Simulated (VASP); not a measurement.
# Mg (P6_3/mmc) in VASP: further runs, part 2 of 2

VASP 6.6.1. Earlier steps stand in the parts before.

### Step 4. Electric field gradients, PBEsol (zz strain of -2 %)

The input, INCAR:

```
SYSTEM = Mg
ALGO = Normal ; EDIFF = 1E-8
ENCUT = 520 ; GGA = PS
ISIF = 2 ; ISMEAR = -1
LASPH = .TRUE. ; LCHARG = .FALSE.
LEFG = .TRUE. ; LREAL = .FALSE.
LWAVE = .FALSE. ; NBANDS = 9
NELM = 60 ; PREC = Accurate
SIGMA = 0.08
```

The input, KPOINTS:

```
k-points
0
G
  12 12 7
  0 0 0
```

The input, POSCAR:

```
Mg
1.0
    3.2092715325      0.0000000000      0.0000000000
   -1.6046357662      2.7793106748      0.0000000000
    0.0000000000      0.0000000000      5.1061234000
Mg
2
Direct
    0.3333333333      0.6666666667      0.2500000000
    0.6666666667      0.3333333333      0.7500000000
```

Potentials or basis: VASP PAW PBE potentials, release 64 (Mg).

The run is started by

```
$ cat potpaw_PBE.64/Mg/POTCAR > POTCAR
$ mpirun -np 1 vasp_std > vasp.out
```

OUTCAR:

```text
SYSTEM = Mg
   EDIFF = 1E-8
   ENCUT = 520
   GGA = PS
   ISIF = 2
   ISMEAR = -1
   LASPH = .TRUE.
   LREAL = .FALSE.
   NELM = 60
   PREC = Accurate

 ion  position               nearest neighbor table
   1  0.333  0.667  0.250-   2 3.15   2 3.15   2 3.15   2 3.15   2 3.15   2 3.15
   2  0.667  0.333  0.750-   1 3.15   1 3.15   1 3.15   1 3.15   1 3.15   1 3.15

  LATTYP: Found a hexagonal cell.
 ALAT       =     3.2092715325
 C/A-ratio  =     1.5910537168

  Lattice vectors:

 A1 = (   3.2092715325,   0.0000000000,   0.0000000000)
 A2 = (  -1.6046357662,   2.7793106748,   0.0000000000)
 A3 = (   0.0000000000,   0.0000000000,   5.1061234000)

Analysis of symmetry for initial positions (statically):
=====================================================================
 Subroutine PRICEL returns:
 Original cell was already a primitive cell.

 Routine SETGRP: Setting up the symmetry group for a
 hexagonal supercell.
[... 479 lines left out ...]
  volume of cell :       45.54
      direct lattice vectors                 reciprocal lattice vectors
     3.209271532  0.000000000  0.000000000     0.311597193  0.179900723  0.000000000
    -1.604635766  2.779310675  0.000000000     0.000000000  0.359801446  0.000000000
     0.000000000  0.000000000  5.106123400     0.000000000  0.000000000  0.195843289

 POSITION                                       TOTAL-FORCE (eV/Angst)
 -----------------------------------------------------------------------------------
     -0.00000      1.85287      1.27653        -0.000000      0.000000      0.000000
      1.60464      0.92644      3.82959         0.000000     -0.000000      0.000000
 -----------------------------------------------------------------------------------
    total drift:                                0.000000     -0.000000      0.000000

  FREE ENERGIE OF THE ION-ELECTRON SYSTEM (eV)
  ---------------------------------------------------
  free  energy   TOTEN  =        -3.4563436675 eV

  energy  without entropy=       -3.4395016430  energy(sigma->0) =       -3.44792266

 Electric field gradients (V/A^2)
---------------------------------------------------------------------
 ion       V_xx      V_yy      V_zz      V_xy      V_xz      V_yz
---------------------------------------------------------------------
   1       0.041     0.041    -0.083    -0.000    -0.000     0.000
   2       0.041     0.041    -0.083    -0.000     0.000    -0.000
---------------------------------------------------------------------

 Electric field gradients after diagonalization (V/A^2)
 (convention: |V_zz| > |V_xx| > |V_yy|)
----------------------------------------------------------------------
 ion       V_xx      V_yy      V_zz     asymmetry (V_yy - V_xx)/ V_zz
----------------------------------------------------------------------
   1       0.041     0.041    -0.083       0.000
   2       0.041     0.041    -0.083       0.000
----------------------------------------------------------------------

           NMR quadrupolar parameters

 Cq : quadrupolar parameter    Cq=e*Q*V_zz/h
 eta: asymmetry parameters     (V_yy - V_xx)/ V_zz
 Q  : nuclear electric quadrupole moment in mb (millibarn)
----------------------------------------------------------------------
 ion       Cq(MHz)       eta       Q (mb)
----------------------------------------------------------------------
   1      -0.000       0.000       1.000
   2      -0.000       0.000       1.000
----------------------------------------------------------------------
```

OSZICAR:

```text
N       E                     dE             d eps       ncg     rms          rms(c)
DAV:   1    -0.684823374679E+00   -0.68482E+00   -0.13262E+03  1368   0.318E+02
DAV:   2    -0.343180418553E+01   -0.27470E+01   -0.26182E+01  1785   0.280E+01
DAV:   3    -0.347628342690E+01   -0.44479E-01   -0.44361E-01  1812   0.289E+00
DAV:   4    -0.347643023336E+01   -0.14681E-03   -0.14679E-03  1756   0.158E-01
DAV:   5    -0.347643074878E+01   -0.51541E-06   -0.51508E-06  1732   0.944E-03    0.967E-01
DAV:   6    -0.346592328633E+01    0.10507E-01   -0.57267E-04  1599   0.156E-01    0.616E-01
DAV:   7    -0.345633873626E+01    0.95846E-02   -0.23995E-03  1429   0.284E-01    0.316E-02
DAV:   8    -0.345634418419E+01   -0.54479E-05   -0.18431E-05  1931   0.264E-02    0.645E-03
DAV:   9    -0.345634382757E+01    0.35661E-06   -0.92259E-07  1532   0.410E-03    0.567E-04
DAV:  10    -0.345634369201E+01    0.13556E-06   -0.44154E-09  1842   0.358E-04    0.164E-04
DAV:  11    -0.345634366843E+01    0.23579E-07   -0.32734E-10   867   0.131E-04    0.106E-05
DAV:  12    -0.345634366750E+01    0.93385E-09   -0.77605E-12   816   0.151E-05
   1 F= -.34563437E+01 E0= -.34479227E+01  d E =-.168420E-01
```

stdout:

```text
POSCAR found type information on POSCAR Mg
 POSCAR found :  1 types and       2 ions
 scaLAPACK will be used
 -----------------------------------------------------------------------------
|                                                                             |
|                                                                             |
|     You enforced a specific xc type in the INCAR file but a different       |
|     I HOPE YOU KNOW WHAT YOU ARE DOING!                                     |
|                                                                             |
 -----------------------------------------------------------------------------

 LDA part: xc-table for (Slater+PW92), standard interpolation
 POSCAR, INCAR and KPOINTS ok, starting setup
 FFT: planning ... GRIDC
 FFT: planning ... GRID_SOFT
 FFT: planning ... GRID
 WAVECAR not read
 entering main loop
ion   1

ion   2
```

It took 18 s on 1 thread of Intel Xeon Platinum 8259CL at 2.50GHz (Skylake/Cascade Lake), shared host; peak memory 0.17 GiB.

Results:

```
Free energy                             : -3.4563 eV
Pressure                                : -0.5 GPa
Band gap on the k mesh                  : zero (bands 2 and 3 overlap by 2.00 eV)
Largest electric field gradient by atom : Mg -0.08 V/Å²
```

Stress tensor (GPa, compression positive):
```
-0.60  0.00  0.00
 0.00 -0.60  0.00
 0.00  0.00 -0.21
```

Caveat: the cell differs from its parent crystal (zz strain of -2 %); without QUAD_EFG the Cq values of the log hold for a quadrupole moment of 1 mb, not for the nuclei; the PAW data sets were made with another functional, which shifts forces and pressure a little.

### Step 5. Electric field gradients, PBEsol (23.70 Å³/atom)

This run uses another cell than the first one, of 23.70 Å³/atom.

The input, INCAR:

```
SYSTEM = Mg
PREC = Accurate
ENCUT = 520
EDIFF = 1E-8
ISMEAR = -1
SIGMA = 0.08
LREAL = .False.
LASPH = .True.
NELM = 60
ALGO = Normal
ISIF = 2
LWAVE = .False.
LCHARG = .False.
GGA = PS
LEFG = .True.
NBANDS = 9
```

The input, KPOINTS:

```
Automatic mesh
0
Gamma
  12 12 7
  0 0 0
```

The input, POSCAR:

```
Mg
1.0
    3.2305256058      0.0000000000      0.0000000000
   -1.6152628028      2.7977172422      0.0000000000
    0.0000000000      0.0000000000      5.2448365023
Mg
2
Direct
    0.3333333333      0.6666666667      0.2500000000
    0.6666666667      0.3333333333      0.7500000000
```

Potentials or basis: VASP PAW PBE potentials, release 64 (Mg).

The run is started by

```
$ cat potpaw_PBE.64/Mg/POTCAR > POTCAR
$ mpirun -np 1 vasp_std > vasp.out
```

OUTCAR:

```text
SYSTEM = Mg
   PREC = Accurate
   ENCUT = 520
   EDIFF = 1E-8
   ISMEAR = -1
   LREAL = .False.
   LASPH = .True.
   NELM = 60
   ISIF = 2
   GGA = PS

 ion  position               nearest neighbor table
   1  0.333  0.667  0.250-   2 3.22   2 3.22   2 3.22   2 3.22   2 3.22   2 3.22
   2  0.667  0.333  0.750-   1 3.22   1 3.22   1 3.22   1 3.22   1 3.22   1 3.22

  LATTYP: Found a hexagonal cell.
 ALAT       =     3.2305256058
 C/A-ratio  =     1.6235242008

  Lattice vectors:

 A1 = (   3.2305256058,   0.0000000000,   0.0000000000)
 A2 = (  -1.6152628028,   2.7977172422,   0.0000000000)
[... 502 lines left out ...]
  free  energy   TOTEN  =        -3.4421391315 eV

  energy  without entropy=       -3.4235804171  energy(sigma->0) =       -3.43285977

 Electric field gradients (V/A^2)
---------------------------------------------------------------------
 ion       V_xx      V_yy      V_zz      V_xy      V_xz      V_yz
---------------------------------------------------------------------
   1      -0.478    -0.478     0.956     0.000    -0.000     0.000
   2      -0.478    -0.478     0.956     0.000     0.000    -0.000
---------------------------------------------------------------------

 Electric field gradients after diagonalization (V/A^2)
 (convention: |V_zz| > |V_xx| > |V_yy|)
----------------------------------------------------------------------
 ion       V_xx      V_yy      V_zz     asymmetry (V_yy - V_xx)/ V_zz
----------------------------------------------------------------------
   1      -0.478    -0.478     0.956       0.000
   2      -0.478    -0.478     0.956       0.000
----------------------------------------------------------------------

           NMR quadrupolar parameters

 Cq : quadrupolar parameter    Cq=e*Q*V_zz/h
 eta: asymmetry parameters     (V_yy - V_xx)/ V_zz
 Q  : nuclear electric quadrupole moment in mb (millibarn)
----------------------------------------------------------------------
 ion       Cq(MHz)       eta       Q (mb)
----------------------------------------------------------------------
   1       0.002       0.000       1.000
   2       0.002       0.000       1.000
----------------------------------------------------------------------
```

Wall time 20 s (1 thread of Intel Xeon Platinum 8259CL at 2.50GHz (Skylake/Cascade Lake), shared host); peak memory 0.17 GiB.

Results:

```yaml
Free_energy: -3.4421 eV
Pressure: -1.8 GPa
Band_gap_on_the_k_mesh: zero (bands 2 and 3 overlap by 2.23 eV)
Largest_electric_field_gradient_by_atom: Mg +1.0 V/Å²
```

Levels at points of the mesh, in eV from the Fermi level:
```
           k point  band 1  band 2  band 3  band 4  band 5  band 6  band 7
(0.00, 0.00, 0.00)   -6.75   -1.59   -1.20   10.78   10.78   10.83   10.83
(0.50, 0.00, 0.00)   -2.06   -2.05    2.65    3.04    3.22    3.65    6.75
```

Electric field gradients, principal values (V/Å²):
```tsv
atom	least	middle	greatest (by size)
1 Mg	-0.478	-0.478	0.956
2 Mg	-0.478	-0.478	0.956
```

Caveat: without QUAD_EFG the Cq values of the log hold for a quadrupole moment of 1 mb, not for the nuclei; the PAW data sets were made with another functional, which shifts forces and pressure a little.

### Step 6. Electric field gradients, PBEsol (24.63 Å³/atom)

This run uses another cell than the first one, of 24.63 Å³/atom.

The input, INCAR:

```
SYSTEM = Mg
ALGO     = Normal         ! electronic algorithm
EDIFF    = 1E-8           ! SCF threshold, eV
ENCUT    = 520            ! plane-wave cutoff, eV
GGA      = PS             ! functional
ISIF     = 2              ! what is computed and relaxed
ISMEAR   = -1             ! smearing method
LASPH    = .True.         ! aspherical terms in the spheres
LCHARG   = .False.        ! write CHGCAR
LEFG     = .True.       
LREAL    = .False.        ! projectors in reciprocal space
LWAVE    = .False.        ! write WAVECAR
NBANDS   = 9              ! bands
NELM     = 100            ! most SCF steps
PREC     = Accurate       ! precision mode
SIGMA    = 0.08           ! smearing width, eV
```

The input, KPOINTS:

```
k-points
0
Gamma
  12 12 7
  0 0 0
```

The input, POSCAR:

```
Mg
1.0
    3.2722144052      0.0000000000      0.0000000000
   -1.6361072025      2.8338208015      0.0000000000
    0.0000000000      0.0000000000      5.3125192770
Mg
2
Direct
    0.3333333333      0.6666666667      0.2500000000
    0.6666666667      0.3333333333      0.7500000000
```

Potentials or basis: VASP PAW PBE potentials, release 64 (Mg).

The run is started by

```
$ cat potpaw_PBE.64/Mg/POTCAR > POTCAR
$ mpirun -np 1 vasp_std > vasp.out
```

OUTCAR:

```text
SYSTEM = Mg
   EDIFF = 1E-8
   ENCUT = 520
   GGA = PS
   ISIF = 2
   ISMEAR = -1
   LASPH = .True.
   LREAL = .False.
   NELM = 100
   PREC = Accurate

 ion  position               nearest neighbor table
   1  0.333  0.667  0.250-   2 3.26   2 3.26   2 3.26   2 3.26   2 3.26   2 3.26
   2  0.667  0.333  0.750-   1 3.26   1 3.26   1 3.26   1 3.26   1 3.26   1 3.26

  LATTYP: Found a hexagonal cell.
 ALAT       =     3.2722144052
 C/A-ratio  =     1.6235242008

  Lattice vectors:

 A1 = (   3.2722144052,   0.0000000000,   0.0000000000)
 A2 = (  -1.6361072025,   2.8338208015,   0.0000000000)
 A3 = (   0.0000000000,   0.0000000000,   5.3125192770)

Analysis of symmetry for initial positions (statically):
=====================================================================
 Subroutine PRICEL returns:
 Original cell was already a primitive cell.

 Routine SETGRP: Setting up the symmetry group for a
 hexagonal supercell.
[... 478 lines left out ...]
  volume of cell :       49.26
      direct lattice vectors                 reciprocal lattice vectors
     3.272214405  0.000000000  0.000000000     0.305603447  0.176440232  0.000000000
    -1.636107203  2.833820801  0.000000000     0.000000000  0.352880464  0.000000000
     0.000000000  0.000000000  5.312519277     0.000000000  0.000000000  0.188234611

 POSITION                                       TOTAL-FORCE (eV/Angst)
 -----------------------------------------------------------------------------------
     -0.00000      1.88921      1.32813         0.000000     -0.000000      0.000000
      1.63611      0.94461      3.98439        -0.000000      0.000000      0.000000
 -----------------------------------------------------------------------------------
    total drift:                                0.000000     -0.000000      0.000000

  FREE ENERGIE OF THE ION-ELECTRON SYSTEM (eV)
  ---------------------------------------------------
  free  energy   TOTEN  =        -3.4147988699 eV

  energy  without entropy=       -3.3953819090  energy(sigma->0) =       -3.40509039

 Electric field gradients (V/A^2)
---------------------------------------------------------------------
 ion       V_xx      V_yy      V_zz      V_xy      V_xz      V_yz
---------------------------------------------------------------------
   1      -0.466    -0.466     0.932     0.000    -0.000     0.000
   2      -0.466    -0.466     0.932     0.000     0.000    -0.000
---------------------------------------------------------------------

 Electric field gradients after diagonalization (V/A^2)
 (convention: |V_zz| > |V_xx| > |V_yy|)
----------------------------------------------------------------------
 ion       V_xx      V_yy      V_zz     asymmetry (V_yy - V_xx)/ V_zz
----------------------------------------------------------------------
   1      -0.466    -0.466     0.932       0.000
   2      -0.466    -0.466     0.932       0.000
----------------------------------------------------------------------

           NMR quadrupolar parameters

 Cq : quadrupolar parameter    Cq=e*Q*V_zz/h
 eta: asymmetry parameters     (V_yy - V_xx)/ V_zz
 Q  : nuclear electric quadrupole moment in mb (millibarn)
----------------------------------------------------------------------
 ion       Cq(MHz)       eta       Q (mb)
----------------------------------------------------------------------
   1       0.002       0.000       1.000
   2       0.002       0.000       1.000
----------------------------------------------------------------------
```

OSZICAR:

```text
N       E                     dE             d eps       ncg     rms          rms(c)
DAV:   1    -0.833599565964E+00   -0.83360E+00   -0.12303E+03  1368   0.308E+02
DAV:   2    -0.340069627659E+01   -0.25671E+01   -0.25037E+01  1822   0.267E+01
DAV:   3    -0.343535603671E+01   -0.34660E-01   -0.34412E-01  1771   0.262E+00
DAV:   4    -0.343546531793E+01   -0.10928E-03   -0.10928E-03  1712   0.153E-01
DAV:   5    -0.343546581860E+01   -0.50067E-06   -0.50073E-06  1720   0.982E-03    0.980E-01
DAV:   6    -0.342482667539E+01    0.10639E-01   -0.82136E-04  1609   0.180E-01    0.625E-01
DAV:   7    -0.341479397522E+01    0.10033E-01   -0.34205E-03  1456   0.330E-01    0.335E-02
DAV:   8    -0.341479984059E+01   -0.58654E-05   -0.23477E-05  1930   0.298E-02    0.665E-03
DAV:   9    -0.341479911561E+01    0.72498E-06   -0.10208E-06  1542   0.410E-03    0.580E-04
DAV:  10    -0.341479892051E+01    0.19510E-06   -0.54809E-09  1860   0.413E-04    0.180E-04
DAV:  11    -0.341479887034E+01    0.50168E-07   -0.46928E-10   941   0.145E-04    0.102E-05
DAV:  12    -0.341479886988E+01    0.45992E-09   -0.81102E-12   801   0.157E-05
   1 F= -.34147989E+01 E0= -.34050904E+01  d E =-.194170E-01
```

stdout:

```text
POSCAR found type information on POSCAR Mg
 POSCAR found :  1 types and       2 ions
 scaLAPACK will be used
 -----------------------------------------------------------------------------
|                                                                             |
|                                                                             |
|     You enforced a specific xc type in the INCAR file but a different       |
|     I HOPE YOU KNOW WHAT YOU ARE DOING!                                     |
|                                                                             |
 -----------------------------------------------------------------------------

 LDA part: xc-table for (Slater+PW92), standard interpolation
 POSCAR, INCAR and KPOINTS ok, starting setup
 FFT: planning ... GRIDC
 FFT: planning ... GRID_SOFT
 FFT: planning ... GRID
 WAVECAR not read
 entering main loop
ion   1

ion   2
```

Run time: 22 s. Hardware: 1 thread of Intel Xeon Platinum 8259CL at 2.50GHz (Skylake/Cascade Lake), shared host; peak memory 0.17 GiB.

Results:

* Free energy: -3.4148 eV
* Pressure: -2.9 GPa
* Band gap on the k mesh: zero (bands 2 and 3 overlap by 2.23 eV)
* Largest electric field gradient by atom: Mg +0.9 V/Å²

Electric field gradients, principal values (V/Å²):
| atom | least | middle | greatest (by size) |
| --- | --- | --- | --- |
| 1 Mg | -0.466 | -0.466 | 0.932 |
| 2 Mg | -0.466 | -0.466 | 0.932 |

Caveat: without QUAD_EFG the Cq values of the log hold for a quadrupole moment of 1 mb, not for the nuclei; the PAW data sets were made with another functional, which shifts forces and pressure a little.

### Step 7. Overview

```tsv
cell	gap on the mesh (eV)	pressure (GPa)
a = 3.188, b = 3.188, c = 5.175 Å, angles 90.0, 90.0, 120.0°, 2 atoms	none	-0.5
a = 3.209, b = 3.209, c = 5.210 Å, angles 90.0, 90.0, 120.0°, 2 atoms	none	-1.2
a = 3.209, b = 3.209, c = 5.106 Å, angles 90.0, 90.0, 120.0°, 2 atoms	none	-0.5
a = 3.231, b = 3.231, c = 5.245 Å, angles 90.0, 90.0, 120.0°, 2 atoms	none	-1.8
a = 3.272, b = 3.272, c = 5.313 Å, angles 90.0, 90.0, 120.0°, 2 atoms	none	-2.9
```

Alike in all rows: task electric field gradients; level PBEsol; potentials or basis VASP PAW PBE potentials, release 64 (Mg); no spin polarisation; k mesh 12 × 12 × 7; cutoff (eV) 520; smearing fermi-dirac 0.08 eV.

Caveats: the PAW data sets were made with another functional, which shifts forces and pressure a little.

Total energies depend on the potentials used, so only differences within one code and one set of settings carry meaning.
